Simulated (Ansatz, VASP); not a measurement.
# SnSe2: VASP beside Ansatz

```
Sn Se
1.0
     3.78542    0.00000    0.00000
    -1.89271    3.27827    0.00000
     0.00000    0.00000    6.09482
Sn Se
1 2
Direct
  0.00000 0.00000 0.00000
  0.66667 0.33333 0.75100
  0.33333 0.66667 0.24900
```

Change from the starting cell: volume scaled by 0.98.

Alike in both runs: task single point; functional PBEsol; dispersion D4; k mesh 8 × 8 × 5; occupations tetrahedron; collinear spin; fixed moment 1 μB.

|  | VASP | Ansatz |
| --- | --- | --- |
| version | VASP 6.6.1 | Ansatz 0.2.0 |
| potentials or method | VASP PAW PBE potentials, release 64 (Sn_d, Se), cutoff 520 eV | all-electron LAPW, scalar-relativistic |

Ansatz gave:

| Item | Value |
| --- | --- |
| pressure (GPa) | 5.3 |
| traceless stress, the component that is largest in VASP (GPa) | 0.87 |
| rms of the force components (eV/Å) | 0.674 |
| size of the moment on the site where the two differ most (μB) | 0.30 |

**Question.** What did VASP give for the same quantities?

**Answer.** Pressure (GPa): 5.4; traceless stress, the component that is largest in VASP (GPa): 0.85; rms of the force components (eV/Å): 0.685; size of the moment on the site where the two differ most (μB): 0.26.

VASP's potentials were made for PBE, not for PBEsol. Site moments also hang on the region over which each program counts them. Atom by atom the forces differ by 0.011 eV/Å (rms over components). Ansatz ran all-electron here, and VASP with PAW potentials.
